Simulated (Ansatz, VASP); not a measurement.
# One calculation of IrRh4, two programs

The input INCAR:

```
SYSTEM = IrRh4
PREC = Accurate ; ENCUT = 600
EDIFF = 1E-6 ; ISMEAR = 0
SIGMA = 0.1 ; LREAL = .FALSE.
LASPH = .TRUE. ; NELM = 60
ALGO = Fast ; ISIF = 3
LWAVE = .FALSE. ; LCHARG = .FALSE.
GGA = PE ; IBRION = 2
NSW = 90 ; EDIFFG = -0.04
```

KPOINTS

```
regular mesh
0
G
  6 6 1
  0 0 0
```

File POSCAR:

```
IrRh4
1.0
    3.0217965700      0.0000000000      0.0000000000
   -1.5108982900      2.6169526000      0.0000000000
    0.0000000000      0.0000000000     17.3173125000
Ir Rh
2 8
Direct
    0.3333333300      0.6666666700      0.7500000000
    0.6666666700      0.3333333300      0.2500000000
    0.3333333300      0.6666666700      0.9500000000
    0.3333333300      0.6666666700      0.1500000000
    0.3333333300      0.6666666700      0.3500000000
    0.3333333300      0.6666666700      0.5500000000
    0.6666666700      0.3333333300      0.0500000000
    0.6666666700      0.3333333300      0.4500000000
    0.6666666700      0.3333333300      0.6500000000
    0.6666666700      0.3333333300      0.8500000000
```

Input for Ansatz:

```yaml
crystal:
  lattice:
    - [3.02179657, 0.0, 0.0]
    - [-1.51089829, 2.6169526, 0.0]
    - [0.0, 0.0, 17.3173125]
  atoms:
    - { symbol: Ir, position: [0.33333333, 0.66666667, 0.75] }
    - { symbol: Ir, position: [0.66666667, 0.33333333, 0.25] }
    - { symbol: Rh, position: [0.33333333, 0.66666667, 0.95] }
    - { symbol: Rh, position: [0.33333333, 0.66666667, 0.15] }
    - { symbol: Rh, position: [0.33333333, 0.66666667, 0.35] }
    - { symbol: Rh, position: [0.33333333, 0.66666667, 0.55] }
    - { symbol: Rh, position: [0.66666667, 0.33333333, 0.05] }
    - { symbol: Rh, position: [0.66666667, 0.33333333, 0.45] }
    - { symbol: Rh, position: [0.66666667, 0.33333333, 0.65] }
    - { symbol: Rh, position: [0.66666667, 0.33333333, 0.85] }
basis:
  ecutwfc: 420
kpoints:
  mp_grid: { grid: [6, 6, 1] }
hamiltonian:
  xc: pbe
scf:
  occupations: { method: gaussian, width: 0.1 }
  lower_state_search: "off"
output:
  forces: true
  stress: true
  eigenvalues: true
relax:
  adjacent_minimum: "off"
  f_tol: 0.04
  max_steps: 70
  cell: { stress_tol: 0.4 }
```

Alike in both runs: task relaxation of cell and atoms; functional PBE; k mesh 6 × 6 × 1; occupations gaussian, width 0.1 eV; no spin polarisation.

```csv
,VASP,Ansatz
version,VASP 6.6.1,Ansatz 0.2.0
potentials or method,"VASP PAW PBE potentials, release 64 (Ir, Rh_pv), cutoff 600 eV","scalar-relativistic, plane waves, PAW"
valence electrons in the cell,138,170
```

```tsv
	VASP	Ansatz	Ansatz less VASP
gap on the k mesh at the Fermi level, each at its own relaxed structure (eV)	none	none	-
relaxed volume (Å³/atom)	14.21	14.23	+0.020
relaxed cell length with the largest relative difference (Å)	21.791	21.818	+0.0265
```

A gap of «none» marks a metal or a gap that the smearing closes. VASP's potentials hold 138 valence electrons a cell and Ansatz's 170, so a difference there can come from the potentials and not from the codes.

The k mesh is coarse, so the values compare programs but aren't converged. Spin-orbit coupling is off throughout.
